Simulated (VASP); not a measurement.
# NiO (Fm-3m) in VASP: further runs

The runs below take NiO through single point, with LDA+U.

All numbers are computed with VASP 6.6.1; they aren't measurements. Logs are shortened: lines on timing, memory, paths and dates and some standing lists are left out, and cuts for length are marked.

## 1. The cell of the first run

It takes space group Fm-3m (No. 225, cubic). The conventional cell has a = 4.183 Å, b = 4.183 Å, c = 4.183 Å, α = 90.00°, β = 90.00°, γ = 90.00°. Ni (site symmetry m-3m) has 6 O at 2.09 Å within 2.8 Å. Within 2.8 Å of O (site symmetry m-3m) lie 6 Ni at 2.09 Å.

## 2. Single point, LDA+U, collinear spin, ferromagnetic start

INCAR

```
SYSTEM = NiO
ALGO = Normal ; EDIFF = 1E-6
ENCUT = 520 ; GGA = CA
ISIF = 2 ; ISMEAR = 0
ISPIN = 2 ; LASPH = .True.
LCHARG = .False. ; LDAU = .True.
LDAUJ = 0.9 0 ; LDAUL = 2 -1
LDAUPRINT = 1 ; LDAUTYPE = 1
LDAUU = 6 0 ; LMAXMIX = 4
LORBIT = 11 ; LREAL = .False.
LWAVE = .False. ; MAGMOM = 2 0
NBANDS = 19 ; NELM = 150
PREC = Accurate ; SIGMA = 0.05
```

KPOINTS

```
k-points
0
Gamma
  8 8 8
  0 0 0
```

POSCAR

```
NiO
1.0
    0.0000000000      2.0913095100      2.0913095100
    2.0913095100      0.0000000000      2.0913095100
    2.0913095100      2.0913095100      0.0000000000
Ni O
1 1
Direct
    0.0000000000      0.0000000000      0.0000000000
    0.5000000000      0.5000000000      0.5000000000
```

Potentials or basis: VASP PAW LDA potentials, release 64 (Ni, O).

Run with:

```bash
cat potpaw_LDA.64/Ni/POTCAR potpaw_LDA.64/O/POTCAR > POTCAR
mpirun -np 1 vasp_std > vasp.out
```

OUTCAR:

```text
SYSTEM = NiO
   EDIFF = 1E-6
   ENCUT = 520
   GGA = CA
   ISIF = 2
   ISMEAR = 0
   ISPIN = 2
   LASPH = .True.
   LORBIT = 11
   LREAL = .False.
   NELM = 150
   PREC = Accurate

 ion  position               nearest neighbor table
   1  0.000  0.000  0.000-   2 2.09   2 2.09   2 2.09   2 2.09   2 2.09   2 2.09
   2  0.500  0.500  0.500-   1 2.09   1 2.09   1 2.09   1 2.09   1 2.09   1 2.09

  LATTYP: Found a face centered cubic cell.
 ALAT       =     4.1826190200

  Lattice vectors:

 A1 = (   0.0000000000,   2.0913095100,   2.0913095100)
 A2 = (   2.0913095100,   0.0000000000,   2.0913095100)
 A3 = (   2.0913095100,   2.0913095100,   0.0000000000)

Analysis of symmetry for initial positions (statically):
=====================================================================
 Subroutine PRICEL returns:
 Original cell was already a primitive cell.

 Routine SETGRP: Setting up the symmetry group for a
 face centered cubic supercell.

 Subroutine GETGRP returns: Found 48 space group operations
 (whereof 48 operations were pure point group operations)
 out of a pool of 48 trial point group operations.

The static configuration has the point symmetry O_h .

Analysis of symmetry for dynamics (positions and initial velocities):
=====================================================================
 Subroutine PRICEL returns:
 Original cell was already a primitive cell.

 Routine SETGRP: Setting up the symmetry group for a
 face centered cubic supercell.

 Subroutine GETGRP returns: Found 48 space group operations
 (whereof 48 operations were pure point group operations)
 out of a pool of 48 trial point group operations.

The dynamic configuration has the point symmetry O_h .

Analysis of structural, dynamic, and magnetic symmetry:
=====================================================================
 Subroutine PRICEL returns:
 Original cell was already a primitive cell.

 Routine SETGRP: Setting up the symmetry group for a
 face centered cubic supercell.

[... 166 lines left out ...]

 occupancies and eigenvectors

  o =  0.1609  v =  0.0000  0.0000  0.0000  0.0000  0.0000  0.0000  0.0000 -0.0148  0.0000  0.9999      0.0000  0.0000  0.0000  0.0000  0.0000  0.0000  0.0000  0.0000  0.0000  0.0000
  o =  0.1609  v =  0.0000  0.0000  0.0000  0.0000  0.0000  0.0000  0.0000 -0.9999  0.0000 -0.0148      0.0000  0.0000  0.0000  0.0000  0.0000  0.0000  0.0000  0.0000  0.0000  0.0000
  o =  0.9780  v =  0.0000 -0.7247 -0.0000  0.6890  0.0000  0.0000  0.0000  0.0000  0.0000  0.0000      0.0000  0.0000  0.0000  0.0000  0.0000  0.0000  0.0000  0.0000  0.0000  0.0000
  o =  0.9780  v =  0.0000  0.6890  0.0000  0.7247  0.0000  0.0000  0.0000  0.0000  0.0000  0.0000      0.0000  0.0000  0.0000  0.0000  0.0000  0.0000  0.0000  0.0000  0.0000  0.0000
  o =  0.9780  v =  1.0000  0.0000  0.0000  0.0000  0.0000  0.0000  0.0000  0.0000  0.0000  0.0000      0.0000  0.0000  0.0000  0.0000  0.0000  0.0000  0.0000  0.0000  0.0000  0.0000
  o =  0.9794  v =  0.0000  0.0000  0.0000  0.0000  0.0000  1.0000  0.0000  0.0000  0.0000  0.0000      0.0000  0.0000  0.0000  0.0000  0.0000  0.0000  0.0000  0.0000  0.0000  0.0000
  o =  0.9794  v =  0.0000  0.0000  0.0000  0.0000  0.0000  0.0000 -0.1592 -0.0000 -0.9873 -0.0000      0.0000  0.0000  0.0000  0.0000  0.0000  0.0000  0.0000  0.0000  0.0000  0.0000
  o =  0.9794  v =  0.0000  0.0000  0.0000  0.0000  0.0000  0.0000 -0.9873 -0.0000  0.1592  0.0000      0.0000  0.0000  0.0000  0.0000  0.0000  0.0000  0.0000  0.0000  0.0000  0.0000
  o =  1.0358  v =  0.0000 -0.0000 -0.0001  0.0000 -1.0000  0.0000  0.0000  0.0000  0.0000  0.0000      0.0000  0.0000  0.0000  0.0000  0.0000  0.0000  0.0000  0.0000  0.0000  0.0000
  o =  1.0358  v =  0.0000  0.0000 -1.0000  0.0000  0.0001  0.0000  0.0000  0.0000  0.0000  0.0000      0.0000  0.0000  0.0000  0.0000  0.0000  0.0000  0.0000  0.0000  0.0000  0.0000

 number of electron      16.0000005 magnetization       2.0000001

 Free energy of the ion-electron system (eV)
  ---------------------------------------------------
  ext. energy  EPLUGINS =         0.00000000
  ---------------------------------------------------
  free energy    TOTEN  =       -12.12536775 eV

  energy without entropy =      -12.12536775  energy(sigma->0) =      -12.12536775

 E-fermi :   6.9071     XC(G=0): -13.1304

 val. band max:        6.5426862126   @ k =   0.5000   0.0000   0.0000
 cond. band min:       8.2564199837   @ k =   0.0000   0.0000   0.0000
 fundamental gap:      1.7137337710
 Fermi energy:         6.9070874190

 spin component 1

 k-point     1 :       0.0000    0.0000    0.0000
  band No.  band energies     occupation
      1     -12.2287      1.00000
      2       0.7669      1.00000
      3       0.7669      1.00000
      4       2.2575      1.00000
      5       2.2575      1.00000
      6       2.2575      1.00000
[... 1049 lines left out ...]
     18      38.4521      0.00000
     19      39.5129      0.00000

 [... further k-points ...]
[... 5 lines left out ...]
  --------------------------------------------------------------------------------------
  -------------------------------------------------------------------------------------
  Total       -1.7811349     -1.7811349     -1.7811349      0.0000000     -0.0000000      0.0000000
  in kB     -155.9992370   -155.9992370   -155.9992370      0.0000000     -0.0000000      0.0000000
  external PRESSURE =    -155.9992370 kB  Pullay stress =       0.0000000 kB

 VOLUME and BASIS-vectors are now :
 -----------------------------------------------------------------------------
  energy-cutoff  :      520.00
  volume of cell :       18.29
      direct lattice vectors                 reciprocal lattice vectors
     0.000000000  2.091309510  2.091309510    -0.239084649  0.239084649  0.239084649
     2.091309510  0.000000000  2.091309510     0.239084649 -0.239084649  0.239084649
     2.091309510  2.091309510  0.000000000     0.239084649  0.239084649 -0.239084649

 POSITION                                       TOTAL-FORCE (eV/Angst)
 -----------------------------------------------------------------------------------
      0.00000      0.00000      0.00000         0.000000      0.000000      0.000000
      2.09131      2.09131      2.09131         0.000000      0.000000      0.000000
 -----------------------------------------------------------------------------------
    total drift:                                0.000000     -0.000000     -0.000000

  FREE ENERGIE OF THE ION-ELECTRON SYSTEM (eV)
  ---------------------------------------------------
  free  energy   TOTEN  =       -12.1253677452 eV

  energy  without entropy=      -12.1253677452  energy(sigma->0) =      -12.12536775

 total charge

# of ion       s       p       d       tot
------------------------------------------
    1        0.349   0.428   8.238   9.015
    2        1.534   3.447   0.000   4.981
--------------------------------------------------
tot          1.883   3.875   8.238  13.996

 magnetization (x)

# of ion       s       p       d       tot
------------------------------------------
    1        0.010   0.014   1.743   1.767
    2        0.020   0.190   0.000   0.210
--------------------------------------------------
tot          0.030   0.204   1.743   1.977
```

stdout:

```text
POSCAR found type information on POSCAR NiO
 POSCAR found :  2 types and       2 ions
 scaLAPACK will be used
 LDA part: xc-table for (Slater(with rela. corr.)+CA(PZ))
 , standard interpolation
 POSCAR, INCAR and KPOINTS ok, starting setup
 FFT: planning ... GRIDC
 FFT: planning ... GRID_SOFT
 FFT: planning ... GRID
 WAVECAR not read
 entering main loop
```

Run time: 12 s. Hardware: 1 thread of Intel Xeon 6975P-C, shared host; peak memory 0.14 GiB.

Results:

```
Free energy                                           : -12.1254 eV
Pressure                                              : -15.6 GPa
Band gap on the k mesh                                : 1.71 eV, indirect (least direct gap 2.63 eV)
Net moment                                            : 2.00 μB per cell
Site moments                                          : Ni +1.77; O +0.21 μB
Valence electrons inside the program's atomic spheres : Ni 9.02; O 4.98
```

Levels at points of the mesh, in eV from the valence-band top:
Spin up:
| k point | band 6 | band 7 | band 8 | band 9 | band 10 | band 11 | band 12 | band 13 |
| --- | --- | --- | --- | --- | --- | --- | --- | --- |
| (0.00, 0.00, 0.00) | -4.29 | -1.62 | -1.62 | -1.62 | 2.58 | 18.20 | 18.20 | 18.20 |
| (0.50, 0.00, 0.00) | -3.77 | -2.61 | 0.00 | 0.00 | 6.48 | 10.85 | 14.65 | 14.65 |
| (0.50, 0.50, 0.00) | -3.40 | -3.40 | -2.99 | -2.99 | 6.79 | 11.58 | 11.73 | 17.35 |
Spin down:
| k point | band 4 | band 5 | band 6 | band 7 | band 8 | band 9 | band 10 | band 11 |
| --- | --- | --- | --- | --- | --- | --- | --- | --- |
| (0.00, 0.00, 0.00) | -3.68 | -1.21 | -1.21 | -1.21 | 1.71 | 1.71 | 2.94 | 18.16 |
| (0.50, 0.00, 0.00) | -3.93 | -2.04 | -2.04 | -1.96 | 4.21 | 4.21 | 6.71 | 11.31 |
| (0.50, 0.50, 0.00) | -2.72 | -2.72 | -2.61 | -2.61 | 2.15 | 2.66 | 7.32 | 11.81 |

Eigenvalues of the final occupation matrices:
```
    site  spin  trace               eigenvalues
site 1 d     1   5.01  0.98 0.98 0.98 1.04 1.04
site 1 d     2   3.26  0.16 0.16 0.98 0.98 0.98
```

Caveat: a cell with one magnetic atom can't hold antiferromagnetic order, which such compounds often take. A k mesh can miss the band edges.

## 3. Single point, LDA+U, collinear spin, ferromagnetic start

INCAR

```
PREC = Accurate ; ENCUT = 520
EDIFF = 1E-7 ; ISMEAR = 0
SIGMA = 0.05 ; LREAL = F
LASPH = T ; NELM = 150
ALGO = Normal ; ISIF = 2
LWAVE = F ; LCHARG = F
ISPIN = 2 ; MAGMOM = 1.85 0.26
LORBIT = 11 ; LMAXMIX = 4
LDAU = T ; LDAUTYPE = 1
LDAUL = 2 -1 ; LDAUU = 6 0
LDAUJ = 0.9 0 ; LDAUPRINT = 1
NBANDS = 19
```

KPOINTS

```
Automatic mesh
0
Gamma
  8 8 8
```

POSCAR is that of step 2.

Potentials or basis: VASP PAW LDA potentials, release 64 (Ni, O).

Run with:

```bash
cat potpaw_LDA.64/Ni/POTCAR potpaw_LDA.64/O/POTCAR > POTCAR
mpirun -np 1 vasp_std > vasp.out
```

Wall time 12 s (1 thread of Intel Xeon 6975P-C, shared host); peak memory 0.14 GiB.

Results (log left out):

```
Free energy                                           : -12.1254 eV
Pressure                                              : -15.6 GPa
Band gap on the k mesh                                : 1.71 eV, indirect (least direct gap 2.63 eV)
Net moment                                            : 2.00 μB per cell
Site moments                                          : Ni +1.77; O +0.21 μB
Valence electrons inside the program's atomic spheres : Ni 9.02; O 4.98
```

Levels at points of the mesh, in eV from the valence-band top:
Spin up:
```tsv
k point	band 6	band 7	band 8	band 9	band 10	band 11	band 12	band 13
(0.00, 0.00, 0.00)	-4.29	-1.62	-1.62	-1.62	2.58	18.20	18.20	18.20
(0.50, 0.00, 0.00)	-3.77	-2.61	0.00	0.00	6.48	10.85	14.65	14.65
(0.50, 0.50, 0.00)	-3.40	-3.40	-2.99	-2.99	6.79	11.58	11.73	17.35
```
Spin down:
```csv
k point,band 4,band 5,band 6,band 7,band 8,band 9,band 10,band 11
"(0.00, 0.00, 0.00)",-3.68,-1.21,-1.21,-1.21,1.71,1.71,2.94,18.16
"(0.50, 0.00, 0.00)",-3.93,-2.04,-2.04,-1.96,4.21,4.21,6.71,11.31
"(0.50, 0.50, 0.00)",-2.72,-2.72,-2.61,-2.61,2.15,2.66,7.32,11.81
```

Eigenvalues of the final occupation matrices:
```csv
site,spin,trace,eigenvalues
site 1 d,1,5.01,0.98 0.98 0.98 1.04 1.04
site 1 d,2,3.26,0.16 0.16 0.98 0.98 0.98
```

Caveat: a cell with one magnetic atom can't hold antiferromagnetic order, which such compounds often take. A k mesh can miss the band edges.

## 4. Single point, LDA+U, collinear spin, ferromagnetic start

INCAR

```
SYSTEM = NiO
  PREC = Accurate
  ENCUT = 520
  EDIFF = 1E-6
  ISMEAR = 0
  SIGMA = 0.05
  LREAL = .FALSE.
  LASPH = .TRUE.
  NELM = 150
  ALGO = Normal
  ISIF = 2
  LWAVE = .FALSE.
  LCHARG = .TRUE.
  ISPIN = 2
  MAGMOM = 2 0
  LORBIT = 11
  LMAXMIX = 4
  LDAU = .TRUE.
  LDAUTYPE = 1
  LDAUL = 2 -1
  LDAUU = 6 0
  LDAUJ = 0.9 0
  LDAUPRINT = 1
  LELF = .TRUE.
  LVHAR = .TRUE.
  NBANDS = 19
```

KPOINTS

```
Automatic mesh
0
G
  8 8 8
  0 0 0
```

POSCAR is that of step 3.

Run with:

```bash
cat potpaw_LDA.64/Ni/POTCAR potpaw_LDA.64/O/POTCAR > POTCAR
mpirun -np 1 vasp_std > vasp.out
```

Wall time 13 s (1 thread of Intel Xeon 6975P-C, shared host); peak memory 0.14 GiB.

The run converged. Its results:

```yaml
Free_energy: -12.1254 eV
Pressure: -15.6 GPa
Band_gap_on_the_k_mesh: 1.71 eV, indirect (least direct gap 2.63 eV)
Net_moment: 2.00 μB per cell
Site_moments: Ni +1.77; O +0.21 μB
Valence_electrons_inside_the_program's_atomic_spheres: Ni 9.02; O 4.98
```

Levels at points of the mesh, in eV from the valence-band top:
Spin up:
```
           k point  band 6  band 7  band 8  band 9  band 10  band 11  band 12  band 13
(0.00, 0.00, 0.00)   -4.29   -1.62   -1.62   -1.62     2.58    18.20    18.20    18.20
(0.50, 0.00, 0.00)   -3.77   -2.61    0.00    0.00     6.48    10.85    14.65    14.65
(0.50, 0.50, 0.00)   -3.40   -3.40   -2.99   -2.99     6.79    11.58    11.73    17.35
```
Spin down:
| k point | band 3 | band 4 | band 5 | band 6 | band 7 | band 8 | band 9 | band 10 | band 11 | band 12 |
| --- | --- | --- | --- | --- | --- | --- | --- | --- | --- | --- |
| (0.00, 0.00, 0.00) | -3.68 | -3.68 | -1.21 | -1.21 | -1.21 | 1.71 | 1.71 | 2.94 | 18.16 | 18.16 |
| (0.50, 0.00, 0.00) | -3.93 | -3.93 | -2.04 | -2.04 | -1.96 | 4.21 | 4.21 | 6.71 | 11.31 | 15.02 |
| (0.50, 0.50, 0.00) | -4.47 | -2.72 | -2.72 | -2.61 | -2.61 | 2.15 | 2.66 | 7.32 | 11.81 | 11.91 |

Eigenvalues of the final occupation matrices:
| site | spin | trace | eigenvalues |
| --- | --- | --- | --- |
| site 1 d | 1 | 5.01 | 0.98 0.98 0.98 1.04 1.04 |
| site 1 d | 2 | 3.26 | 0.16 0.16 0.98 0.98 0.98 |

Caveat: a cell with one magnetic atom can't hold antiferromagnetic order, which such compounds often take. The state reached can hang on the start; a lower one may exist.
